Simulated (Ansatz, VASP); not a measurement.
One calculation of TaTe, two programs

Contents of INCAR:

```
PREC = Accurate
ENCUT = 520
EDIFF = 1E-6
ISMEAR = 0
SIGMA = 0.05
LREAL = F
LASPH = T
NELM = 150
ALGO = Fast
ISIF = 2
LWAVE = F
LCHARG = T
ISPIN = 2
MAGMOM = 0.13 0
LORBIT = 11
LMAXMIX = 4
GGA = PE
LELF = T
LVHAR = T
NBANDS = 20
```

The input KPOINTS:

```
regular mesh
0
Gamma
  10 10 10
```

Contents of POSCAR:

```
TaTe
1.0
    0.0000000000      2.8194677569      2.8194677569
    2.8479472292     -0.0284794723      2.8479472292
    2.8479472292      2.8479472292     -0.0284794723
Ta Te
1 1
Direct
    0.5000000000      0.5000000000      0.5000000000
    0.0000000000      0.0000000000      0.0000000000
```

Input for Ansatz:

```yaml
crystal:
  lattice:
    - [0.0, 2.8194677569, 2.8194677569]
    - [2.8479472292, -0.0284794723, 2.8479472292]
    - [2.8479472292, 2.8479472292, -0.0284794723]
  atoms:
    - { symbol: Ta, position: [0.5, 0.5, 0.5], spin: 0.13 }
    - { symbol: Te, position: [0.0, 0.0, 0.0] }
basis:
  ecutwfc: 420
  ecutrho_ratio: 4
kpoints:
  mp_grid: { grid: [10, 10, 10] }
hamiltonian:
  xc: pbe
scf:
  occupations: { method: gaussian, width: 0.05 }
output:
  forces: true
  stress: true
  eigenvalues: true
  populations: true
magnetization:
  spin_polarized: true
```

Change from the starting cell: strain e4 = -0.02, atoms carried along.

Alike in both runs: task single point; functional PBE; k mesh 10 × 10 × 10; occupations gaussian, width 0.05 eV; collinear spin.

|  | VASP | Ansatz |
| --- | --- | --- |
| version | VASP 6.6.1 | Ansatz 0.2.0 |
| potentials or method | VASP PAW PBE potentials, release 64 (Ta_pv, Te), cutoff 520 eV | scalar-relativistic, plane waves, PAW |
| valence electrons in the cell | 17 | 29 |

```tsv
	VASP	Ansatz	Ansatz less VASP
gap on the k mesh at the Fermi level (eV)	none	none	-
pressure (GPa)	0.0	0.0	-0.05
traceless stress, the component that is largest in VASP (GPa)	-0.58	-0.57	+0.004
net moment per atom (μB)	0.09	0.09	+0.002
```

A gap of «none» marks a metal or a gap that the smearing closes. VASP's potentials hold 17 valence electrons a cell and Ansatz's 29, so a difference there can come from the potentials and not from the codes.

Spin-orbit coupling is off throughout.
